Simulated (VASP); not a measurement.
Wanted: the native input for a VASP 6.6.1 run.

| Quantity | Value |
| --- | --- |
| Task | relaxation of cell and atoms |
| Functional | PBE |
| Potentials or basis | VASP PAW PBE potentials, release 64 (Na_pv) |
| Cutoff | 600 eV |
| k mesh | 16 × 16 × 16 |
| Occupations | fermi-dirac, width 0.05 eV |
| Spin | no spin polarisation |
| Target pressure | 35 GPa |
| Dipole correction | no |
| Further INCAR settings | ALGO = Normal; EDIFF = 1e-07; IBRION = 2; EDIFFG = -0.005; NSW = 60; ISIF = 3 |

The structure of Na lies in POSCAR:

```
Na
1.0
   -2.4171101355      2.4171101355      1.3294105745
    2.4171101355     -2.4171101355      1.3294105745
    2.4171101355      2.4171101355     -1.3294105745
Na
2
Direct
   -0.3750000000     -0.1250000000     -0.2500000000
    0.3750000000      0.1250000000      0.2500000000
```

One way to write it, as run:

INCAR

```
  PREC = Accurate
  ENCUT = 600
  EDIFF = 1E-7
  ISMEAR = -1
  SIGMA = 0.05
  LREAL = False
  LASPH = True
  NELM = 100
  ALGO = Normal
  ISIF = 3
  LWAVE = False
  LCHARG = False
  GGA = PE
  IBRION = 2
  NSW = 60
  EDIFFG = -0.005
  PSTRESS = 350.0
```

KPOINTS

```
regular mesh
0
Gamma
  16 16 16
```

Potentials or basis: VASP PAW PBE potentials, release 64 (Na_pv).

Command:

```sh
$ cat potpaw_PBE.64/Na_pv/POTCAR > POTCAR
$ mpirun -np 1 vasp_std > vasp.out
```

Results of the run:

The relaxed volume is 15.40 Å³/atom and the relaxed cell is a = 3.665 Å, b = 3.665 Å, c = 3.665 Å, α = 97.41°, β = 97.41°, γ = 137.90°. The space group after relaxing (to 0.1 Å) is I4_1/amd (No. 141). The energy change on relaxing (the run minimises the enthalpy) is +29.2 meV/atom, the ionic steps are 5 and the pressure after relaxing is 35.0 GPa. The band gap on the k mesh is zero (bands 7 and 8 overlap by 4.27 eV).

Caveat: the cell is relaxed towards a set pressure, so the run minimises the enthalpy, not the energy.

Wall time 4 min on 1 thread of Intel(R) Xeon(R) 6975P-C (Granite Rapids), on a shared host, peak memory 0.25 GiB.
